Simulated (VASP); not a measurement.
# LuMnCdF (P4/nmm) in VASP: single point with PBE

Aim: the single point of LuMnCdF with PBE.

Program: VASP 6.6.1. These are calculated values, not measurements. Logs are shortened: lines on timing, memory, paths and dates and some standing lists are left out, and cuts for length are marked.

**1. The cell of the first run**

Symmetry: P4/nmm, No. 129, tetragonal system. Conventional cell: a = 4.107 Å, b = 4.107 Å, c = 9.340 Å, α = 90.00°, β = 90.00°, γ = 90.00°. Within 3.4 Å of Lu (site symmetry 4mm) lie 4 F at 2.58 Å and 4 Cd at 3.40 Å. Within 3.2 Å of Mn (site symmetry -4m2) lie 4 Cd at 2.46 Å and 4 Mn at 2.90 Å. Within 3.2 Å of Cd (site symmetry 4mm) lie 4 Mn at 2.46 Å. F (site symmetry -4m2) has 4 Lu at 2.58 Å and 4 F at 2.90 Å within 3.4 Å.

**2. Single point, PBE**

File INCAR:

```
PREC = Accurate
ENCUT = 700
EDIFF = 1E-6
ISMEAR = -1
SIGMA = 0.1
LREAL = False
LASPH = True
NELM = 120
ALGO = Normal
ISIF = 2
LWAVE = False
LCHARG = False
GGA = PE
NBANDS = 77
GGA_COMPAT = False
```

File KPOINTS:

```
regular mesh
0
Gamma
  5 5 2
```

File POSCAR:

```
LuMnCdF
1.0
    4.1071900000      0.0000000000      0.0000000000
    0.0000000000      4.1071900000      0.0000000000
    0.0000000000      0.0000000000      9.3400840000
Lu Mn Cd F
2 2 2 2
Direct
    0.2500000000      0.2500000000      0.3334300000
    0.7500000000      0.7500000000      0.6665700000
    0.2500000000      0.7500000000      0.0000000000
    0.7500000000      0.2500000000      0.0000000000
    0.7500000000      0.7500000000      0.1444000000
    0.2500000000      0.2500000000      0.8556000000
    0.2500000000      0.7500000000      0.5000000000
    0.7500000000      0.2500000000      0.5000000000
```

Potentials or basis: VASP PAW PBE potentials, release 64 (Lu, Mn_sv, Cd_sv_GW, F).

Run with:

```console
cat potpaw_PBE.64/Lu/POTCAR potpaw_PBE.64/Mn_sv/POTCAR potpaw_PBE.64/Cd_sv_GW/POTCAR potpaw_PBE.64/F/POTCAR > POTCAR
mpirun -np 1 vasp_std > vasp.out
```

OUTCAR:

```text
PREC = Accurate
   ENCUT = 700
   EDIFF = 1E-6
   ISMEAR = -1
   LREAL = False
   LASPH = True
   NELM = 120
   ISIF = 2
   GGA = PE

 ion  position               nearest neighbor table
   1  0.250  0.250  0.333-   7 2.58   8 2.58   7 2.58   8 2.58
   2  0.750  0.750  0.667-   7 2.58   8 2.58   8 2.58   7 2.58
   3  0.250  0.750  0.000-   5 2.46   6 2.46   6 2.46   5 2.46
   4  0.750  0.250  0.000-   5 2.46   6 2.46   5 2.46   6 2.46
   5  0.750  0.750  0.144-   3 2.46   4 2.46   4 2.46   3 2.46
   6  0.250  0.250  0.856-   3 2.46   4 2.46   3 2.46   4 2.46
   7  0.250  0.750  0.500-   1 2.58   2 2.58   1 2.58   2 2.58
   8  0.750  0.250  0.500-   1 2.58   2 2.58   2 2.58   1 2.58

  LATTYP: Found a simple tetragonal cell.
 ALAT       =     4.1071900000
 C/A-ratio  =     2.2740813062

  Lattice vectors:

 A1 = (   4.1071900000,   0.0000000000,   0.0000000000)
 A2 = (   0.0000000000,   4.1071900000,   0.0000000000)
 A3 = (   0.0000000000,   0.0000000000,   9.3400840000)

Analysis of symmetry for initial positions (statically):
=====================================================================
 Subroutine PRICEL returns:
 Original cell was already a primitive cell.

 Routine SETGRP: Setting up the symmetry group for a
 simple tetragonal supercell.

 Subroutine GETGRP returns: Found 16 space group operations
 (whereof  4 operations were pure point group operations)
 out of a pool of 16 trial point group operations.

The static configuration has the point symmetry C_2h.
 The point group associated with its full space group is D_4h.

Analysis of symmetry for dynamics (positions and initial velocities):
=====================================================================
 Subroutine PRICEL returns:
 Original cell was already a primitive cell.

 Routine SETGRP: Setting up the symmetry group for a
 simple tetragonal supercell.

 Subroutine GETGRP returns: Found 16 space group operations
 (whereof  4 operations were pure point group operations)
 out of a pool of 16 trial point group operations.

The dynamic configuration has the point symmetry C_2h.
 The point group associated with its full space group is D_4h.

 Subroutine INISYM returns: Found 16 space group operations
 (whereof  4 operations are pure point group operations),
 and found     1 'primitive' translations

----------------------------------------------------------------------------------------

                                     Primitive cell

  volume of cell :     157.5580

  direct lattice vectors                    reciprocal lattice vectors
     4.107190000  0.000000000  0.000000000     0.243475466  0.000000000  0.000000000
     0.000000000  4.107190000  0.000000000     0.000000000  0.243475466  0.000000000
     0.000000000  0.000000000  9.340084000     0.000000000  0.000000000  0.107065418

  length of vectors
     4.107190000  4.107190000  9.340084000     0.243475466  0.243475466  0.107065418

  position of ions in fractional coordinates (direct lattice)
     0.250000000  0.250000000  0.333430000
     0.750000000  0.750000000  0.666570000
     0.250000000  0.750000000  0.000000000
     0.750000000  0.250000000  0.000000000
     0.750000000  0.750000000  0.144400000
     0.250000000  0.250000000  0.855600000
     0.250000000  0.750000000  0.500000000
     0.750000000  0.250000000  0.500000000

  ion indices of the primitive-cell ions
   primitive index   ion index
                 1           1
                 2           2
                 3           3
                 4           4
                 5           5
                 6           6
                 7           7
                 8           8

----------------------------------------------------------------------------------------

 KPOINTS: regular mesh

Automatic generation of k-mesh.
 Grid dimensions read from file:
 generate k-points for:    5    5    2

 Generating k-lattice:

  Cartesian coordinates                     Fractional coordinates (reciprocal lattice)
     0.048695093  0.000000000  0.000000000     0.200000000  0.000000000  0.000000000
     0.000000000  0.048695093  0.000000000     0.000000000  0.200000000  0.000000000
     0.000000000  0.000000000  0.053532709     0.000000000  0.000000000  0.500000000

  Length of vectors
     0.048695093  0.048695093  0.053532709

  Shift w.r.t. Gamma in fractional coordinates (k-lattice)
     0.000000000  0.000000000  0.000000000

 Subroutine IBZKPT returns following result:
 ===========================================

 Found     12 irreducible k-points:

 Following reciprocal coordinates:
            Coordinates               Weight
  0.000000  0.000000  0.000000      1.000000
  0.200000  0.000000  0.000000      4.000000
  0.400000  0.000000  0.000000      4.000000
  0.200000  0.200000  0.000000      4.000000
  0.400000  0.200000  0.000000      8.000000
  0.400000  0.400000  0.000000      4.000000
  0.000000  0.000000  0.500000      1.000000
  0.200000  0.000000  0.500000      4.000000
  0.400000  0.000000  0.500000      4.000000
  0.200000  0.200000  0.500000      4.000000
  0.400000  0.200000  0.500000      8.000000
  0.400000  0.400000  0.500000      4.000000
   k-points           NKPTS =     12   k-points in BZ     NKDIM =     12   number of bands    NBANDS=     77
   number of dos      NEDOS =    301   number of ions     NIONS =      8
   total plane-waves  NPLWV = 108864
   dimension x,y,z NGX =    36 NGY =   36 NGZ =   84
   dimension x,y,z NGXF=    72 NGYF=   72 NGZF=  168
   ions per type =               2   2   2   2
   NGX,Y,Z   is equivalent  to a cutoff of  14.57, 14.57, 14.95 a.u.
   NGXF,Y,Z  is equivalent  to a cutoff of  29.14, 29.14, 29.90 a.u.
 SYSTEM =  unknown system
   PREC   = accura    normal or accurate (medium, high low for compatibility)
   ISTART =      0    job   : 0-new  1-cont  2-samecut
   ICHARG =      2    charge: 1-file 2-atom 10-const
   ISPIN  =      1    spin polarized calculation?
   LNONCOLLINEAR =      F non collinear calculations
   LSORBIT =      F    spin-orbit coupling
   LASPH  =      T    aspherical Exc in radial PAW
   ENCUT  =  700.0 eV  51.45 Ry    7.17 a.u.   8.86  8.86 20.15*2*pi/ulx,y,z
   NELM   =    120;   NELMIN=  2; NELMDL= -5     # of ELM steps
   EDIFF  = 0.1E-05   stopping-criterion for ELM
   LREAL  =      F    real-space projection
   EDIFFG = 0.1E-04   stopping-criterion for IOM
   NSW    =      0    number of steps for IOM
   IBRION =     -1    ionic relax: 0-MD 1-quasi-New 2-CG
   NFREE  =      0    steps in history (QN), initial steepest desc. (CG)
   ISIF   =      2    stress and relaxation
   ISYM   =      2    0-nonsym 1-usesym 2-fastsym
   POTIM  = 0.5000    time-step for ionic-motion
   TEBEG  =    0.0;   TEEND  =   0.0 temperature during run
   PSTRESS=    0.0 pullay stress
   NELECT =     134.0000    total number of electrons
   NUPDOWN=      -1.0000    fix difference up-down
   EMIN   =  10.00;   EMAX   =-10.00  energy-range for DOS
   EFERMI =   0.00;   METHOD = LEGACY
   ISMEAR =    -1;   SIGMA  =   0.10  broadening in eV -4-tet -1-fermi 0-gaus
   EFERMI_NEDOS =   21; number of points for ismear=-14 and -15
   IALGO  =     38    algorithm
   IMIX   =      4    mixing-type and parameters
     AMIX     =   0.40;   BMIX     =  1.00
     AMIX_MAG =   1.60;   BMIX_MAG =  1.00
  volume/ion in A,a.u.               =      19.69       132.91
  Fermi-wavevector in a.u.,A,eV,Ry     =   1.551064  2.931085 32.732878  2.405799
  Thomas-Fermi vector in A             =   2.655637
   LORBIT       =      0    0 simple, 1 ext, 2 COOP (PROOUT), +10 PAW based schemes
   GGA     = PE    functional components
   LHFCALC =     F    Hartree Fock is set to
   AEXX    =    0.0000 exact exchange contribution
   IVDW    =     0    specifies the selected vdW correction
   LEPSILON=     F    determine dielectric tensor
   LRPA    =     F    only Hartree local field effects (RPA)
 non-spin polarized calculation
  energy-cutoff  :      700.00
  volume of cell :      157.56
 maximum number of plane-waves:      6658
 NGX is ok and might be reduce to    36
   NGX = 17   NGY = 17   NGZ = 41

 number of electron     133.9999989 magnetization

 Free energy of the ion-electron system (eV)
  ---------------------------------------------------
  ext. energy  EPLUGINS =         0.00000000
  ---------------------------------------------------
  free energy    TOTEN  =       -37.03339181 eV

  energy without entropy =      -36.65997699  energy(sigma->0) =      -36.84668440

 E-fermi :   4.9848     XC(G=0): -10.6803

 val. band max:        4.9839742886   @ k =   0.0000   0.0000   0.5000
 cond. band min:       4.9855880744   @ k =   0.4000   0.0000   0.0000
 fundamental gap:      0.0016137857
 Fermi energy:         4.9848392652

 k-point     1 :       0.0000    0.0000    0.0000
  band No.  band energies     occupation
      1     -97.7262      2.00000
      2     -97.7261      2.00000
      3     -73.8440      2.00000
      4     -73.8298      2.00000
      5     -58.7659      2.00000
      6     -58.7655      2.00000
[... 69 lines left out ...]
     76       7.3188      0.00000
     77       7.7243      0.00000

 k-point     2 :       0.2000    0.0000    0.0000
  band No.  band energies     occupation
      1     -97.7262      2.00000
      2     -97.7262      2.00000
      3     -73.8427      2.00000
      4     -73.8312      2.00000
      5     -58.7660      2.00000
      6     -58.7656      2.00000
[... 69 lines left out ...]
     76       7.0189      0.00000
     77       7.7103      0.00000

 k-point     3 :       0.4000    0.0000    0.0000
  band No.  band energies     occupation
      1     -97.7262      2.00000
      2     -97.7262      2.00000
      3     -73.8392      2.00000
      4     -73.8348      2.00000
      5     -58.7661      2.00000
      6     -58.7660      2.00000
[... 69 lines left out ...]
     76       7.0141      0.00000
     77       7.8805      0.00000

 k-point     4 :       0.2000    0.2000    0.0000
  band No.  band energies     occupation
      1     -97.7262      2.00000
      2     -97.7262      2.00000
      3     -73.8416      2.00000
      4     -73.8323      2.00000
      5     -58.7661      2.00000
      6     -58.7658      2.00000
[... 69 lines left out ...]
     76       6.9450      0.00000
     77       7.2358      0.00000

 k-point     5 :       0.4000    0.2000    0.0000
  band No.  band energies     occupation
      1     -97.7262      2.00000
      2     -97.7262      2.00000
      3     -73.8388      2.00000
      4     -73.8353      2.00000
      5     -58.7662      2.00000
      6     -58.7661      2.00000
[... 69 lines left out ...]
     76       7.2453      0.00000
     77       7.3477      0.00000

 k-point     6 :       0.4000    0.4000    0.0000
  band No.  band energies     occupation
      1     -97.7262      2.00000
      2     -97.7262      2.00000
      3     -73.8378      2.00000
      4     -73.8364      2.00000
      5     -58.7664      2.00000
      6     -58.7664      2.00000
[... 69 lines left out ...]
     76       7.5510      0.00000
     77       7.7905      0.00000

 k-point     7 :       0.0000    0.0000    0.5000
  band No.  band energies     occupation
      1     -97.7262      2.00000
      2     -97.7262      2.00000
      3     -73.8440      2.00000
      4     -73.8298      2.00000
      5     -58.7659      2.00000
      6     -58.7654      2.00000
[... 69 lines left out ...]
     76       7.3092      0.00000
     77       7.4565      0.00000

 k-point     8 :       0.2000    0.0000    0.5000
  band No.  band energies     occupation
      1     -97.7262      2.00000
      2     -97.7262      2.00000
      3     -73.8427      2.00000
      4     -73.8312      2.00000
      5     -58.7660      2.00000
      6     -58.7656      2.00000
[... 69 lines left out ...]
     76       7.3575      0.00000
     77       7.4326      0.00000

 k-point     9 :       0.4000    0.0000    0.5000
  band No.  band energies     occupation
      1     -97.7262      2.00000
      2     -97.7262      2.00000
      3     -73.8392      2.00000
      4     -73.8348      2.00000
      5     -58.7661      2.00000
      6     -58.7660      2.00000
[... 69 lines left out ...]
     76       7.5036      0.00000
     77       7.7966      0.00000

 k-point    10 :       0.2000    0.2000    0.5000
  band No.  band energies     occupation
      1     -97.7262      2.00000
      2     -97.7262      2.00000
      3     -73.8416      2.00000
      4     -73.8323      2.00000
      5     -58.7661      2.00000
      6     -58.7658      2.00000
[... 69 lines left out ...]
     76       7.4664      0.00000
     77       7.6831      0.00000

 k-point    11 :       0.4000    0.2000    0.5000
  band No.  band energies     occupation
      1     -97.7262      2.00000
      2     -97.7262      2.00000
      3     -73.8388      2.00000
      4     -73.8353      2.00000
      5     -58.7662      2.00000
      6     -58.7661      2.00000
[... 69 lines left out ...]
     76       7.3155      0.00000
     77       7.5764      0.00000

 k-point    12 :       0.4000    0.4000    0.5000
  band No.  band energies     occupation
      1     -97.7262      2.00000
      2     -97.7262      2.00000
      3     -73.8378      2.00000
      4     -73.8364      2.00000
      5     -58.7664      2.00000
      6     -58.7664      2.00000
[... 69 lines left out ...]
     76       7.6792      0.00000
     77       7.7606      0.00000

------------------------ aborting loop because EDIFF is reached ----------------------------------------

  FORCE on cell =-STRESS in cart. coord.  units (eV):
  Direction    XX          YY          ZZ          XY          YZ          ZX
  --------------------------------------------------------------------------------------
  -------------------------------------------------------------------------------------
  Total       -3.7841518     -3.7841518     -5.9465192      0.0000000     -0.0000000     -0.0000000
  in kB      -38.4803273    -38.4803273    -60.4690348      0.0000000     -0.0000000     -0.0000000
  external PRESSURE =     -45.8098965 kB  Pullay stress =       0.0000000 kB

 VOLUME and BASIS-vectors are now :
 -----------------------------------------------------------------------------
  energy-cutoff  :      700.00
  volume of cell :      157.56
      direct lattice vectors                 reciprocal lattice vectors
     4.107190000  0.000000000  0.000000000     0.243475466  0.000000000  0.000000000
     0.000000000  4.107190000  0.000000000     0.000000000  0.243475466  0.000000000
     0.000000000  0.000000000  9.340084000     0.000000000  0.000000000  0.107065418

 POSITION                                       TOTAL-FORCE (eV/Angst)
 -----------------------------------------------------------------------------------
      1.02680      1.02680      3.11426        -0.000000      0.000000     -0.803609
      3.08039      3.08039      6.22582         0.000000      0.000000      0.803609
      1.02680      3.08039      0.00000        -0.000000     -0.000000     -0.000000
      3.08039      1.02680      0.00000         0.000000      0.000000      0.000000
      3.08039      3.08039      1.34871        -0.000000      0.000000      3.307306
      1.02680      1.02680      7.99138         0.000000      0.000000     -3.307306
      1.02680      3.08039      4.67004        -0.000000      0.000000      0.000000
      3.08039      1.02680      4.67004         0.000000      0.000000      0.000000
 -----------------------------------------------------------------------------------
    total drift:                                0.000000      0.000000      0.000000

  FREE ENERGIE OF THE ION-ELECTRON SYSTEM (eV)
  ---------------------------------------------------
  free  energy   TOTEN  =       -37.0333918148 eV

  energy  without entropy=      -36.6599769923  energy(sigma->0) =      -36.84668440
```

Run time: 10 min. Hardware: 1 thread of AMD EPYC 7R43 (Zen 3), shared host; peak memory 0.43 GiB.

Results:

* Free energy: -37.0334 eV
* Pressure: -4.6 GPa
* Largest force: 3.307 eV/Å
* Band gap on the k mesh: zero (bands 67 and 68 overlap by 0.38 eV)

Forces on the atoms (eV/Å):
```
Lu   0.000  0.000 -0.804
Lu   0.000  0.000  0.804
Mn   0.000  0.000  0.000
Mn   0.000  0.000  0.000
Cd   0.000  0.000  3.307
Cd   0.000  0.000 -3.307
F    0.000  0.000  0.000
F    0.000  0.000  0.000
```

Caveat: the cell stands under tension; spin-orbit coupling is left out, which moves the levels of the heavy elements; the run has no spin polarisation, though such a crystal can be magnetic; forces of over 1 eV/Å act on the atoms, so gaps and moduli don't describe the material at rest. Spin polarisation is off, so any magnetic state and its effect on volume and gap are missing.
